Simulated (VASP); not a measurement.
A run of VASP 6.6.1 is set up as follows.

The input INCAR:

```
ALGO = Normal
EDIFF = 1E-6
ENCUT = 520
GGA = RP
GGA_COMPAT = False
ISIF = 2
ISMEAR = -1
LASPH = True
LCHARG = False
LMAXMIX = 4
LNONCOLLINEAR = True
LORBIT = 11
LORBMOM = True
LREAL = False
LSORBIT = True
LWAVE = False
MAGMOM = 0 0 0 0 0 0
NBANDS = 28
NELM = 150
PREC = Accurate
SIGMA = 0.1
```

KPOINTS

```
k-points
0
Gamma
  13 13 7
```

Contents of POSCAR:

```
Os
1.0
    2.7654675908      0.0000000000      0.0000000000
   -1.3827337954      2.3949651870      0.0000000000
    0.0000000000      0.0000000000      4.3569756451
Os
2
Direct
    0.3333333333      0.6666666667      0.2500000000
    0.6666666667      0.3333333333      0.7500000000
```

Potentials or basis: VASP PAW PBE potentials, release 64 (Os).

Launch:

```bash
$ cat potpaw_PBE.64/Os/POTCAR > POTCAR
$ mpirun -np 1 vasp_ncl > vasp.out
```

Estimate the pressure.

0.0 GPa.

What does it give for the net moment?

0.00 μB per cell.

Stress tensor (GPa, compression positive):
```
 0.13  0.00  0.00
 0.00  0.13  0.00
 0.00  0.00 -0.23
```

Caveat: the PAW data sets were made with another functional, which shifts forces and pressure a little.
